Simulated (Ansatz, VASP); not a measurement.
## Two plane-wave programs on Al2InN3

File INCAR:

```
PREC = Accurate
ENCUT = 520
EDIFF = 1E-6
ISMEAR = 0
SIGMA = 0.1
LREAL = F
LASPH = T
NELM = 80
ALGO = Normal
ISIF = 2
LWAVE = F
LCHARG = T
GGA = PE
LELF = T
LVHAR = T
NBANDS = 26
```

The input KPOINTS:

```
regular mesh
0
Gamma
  6 6 2
```

POSCAR

```
Al2InN3
1.0
    3.3556249000      0.0000000000      0.0000000000
   -1.6778124500      2.9060564100      0.0000000000
    0.0000000000      0.0000000000      8.2137915600
Al In N
2 1 3
Direct
    0.3333333300      0.6666666700      0.6559943000
    0.6666666700      0.3333333300      0.3440057000
    0.0000000000      0.0000000000      0.0000000000
    0.3333333300      0.6666666700      0.1659022100
    0.6666666700      0.3333333300      0.8340977900
    0.0000000000      0.0000000000      0.5000000000
```

Input for Ansatz:

```yaml
crystal:
  lattice:
    - [3.3556249, 0.0, 0.0]
    - [-1.67781245, 2.90605641, 0.0]
    - [0.0, 0.0, 8.21379156]
  atoms:
    - { symbol: Al, position: [0.33333333, 0.66666667, 0.6559943] }
    - { symbol: Al, position: [0.66666667, 0.33333333, 0.3440057] }
    - { symbol: In, position: [0.0, 0.0, 0.0] }
    - { symbol: "N", position: [0.33333333, 0.66666667, 0.16590221] }
    - { symbol: "N", position: [0.66666667, 0.33333333, 0.83409779] }
    - { symbol: "N", position: [0.0, 0.0, 0.5] }
basis:
  ecutwfc: 420
kpoints:
  mp_grid: { grid: [6, 6, 2] }
hamiltonian:
  xc: pbe
scf:
  occupations: { method: gaussian, width: 0.1 }
  lower_state_search: "off"
output:
  forces: true
  stress: true
  eigenvalues: true
```

Change from the starting cell: species swapped into the CaSm2S3 type (P-3m1, No. 164).

Alike in both runs: task single point; functional PBE; k mesh 6 × 6 × 2; occupations gaussian, width 0.1 eV; no spin polarisation.

```csv
,VASP,Ansatz
version,VASP 6.6.1,Ansatz 0.2.0
potentials or method,"VASP PAW PBE potentials, release 64 (Al, In_d, N), cutoff 520 eV","scalar-relativistic, plane waves, PAW"
valence electrons in the cell,34,34
```

VASP gave:

| Quantity | Value |
| --- | --- |
| gap on the k mesh at the Fermi level (eV) | none |
| rms of the force components (eV/Å) | 0.761 |

Task: Estimate Ansatz's values.

Result: gap on the k mesh at the Fermi level (eV): none; rms of the force components (eV/Å): 0.759.

Atom by atom the forces differ by 0.003 eV/Å (rms over components). A gap of «none» marks a metal or a gap that the smearing closes. With one functional, cell and mesh, what is left measures potentials, basis and numerics.

The k mesh is coarse, so the values compare programs but aren't converged.
